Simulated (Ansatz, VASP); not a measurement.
CdS in VASP and in Ansatz

```xyz
4
Lattice="4.1210 0.0000 0.0000 -2.0605 3.5689 0.0000 0.0000 0.0000 6.7264" Properties=species:S:1:pos:R:3 pbc="T T T"
Cd    0.0000    2.3792    0.0000
Cd    2.0605    1.1896    3.3632
S     0.0000    2.3792    2.5897
S     2.0605    1.1896    5.9529
```

Change from the starting cell: volume scaled by 0.99.

Alike in both runs: task single point; functional PBEsol; k mesh 7 × 7 × 4; occupations fermi-dirac, width 0.01 eV; no spin polarisation.

|  | VASP | Ansatz |
| --- | --- | --- |
| version | VASP 6.6.1 | Ansatz 0.2.0 |
| potentials or method | VASP PAW PBE potentials, release 64 (Cd, S), cutoff 520 eV | all-electron LAPW, scalar-relativistic |

```tsv
	VASP	Ansatz	Ansatz less VASP
gap on the k mesh at the Fermi level (eV)	1.11	1.11	-0.004
pressure (GPa)	0.4	0.1	-0.37
traceless stress, the component that is largest in VASP (GPa)	-1.51	-1.45	+0.056
rms of the force components (eV/Å)	0.153	0.148	-0.0051
```

VASP's potentials were made for PBE, not for PBEsol. Atom by atom the forces differ by 0.005 eV/Å (rms over components). Ansatz ran all-electron here, and VASP with PAW potentials.
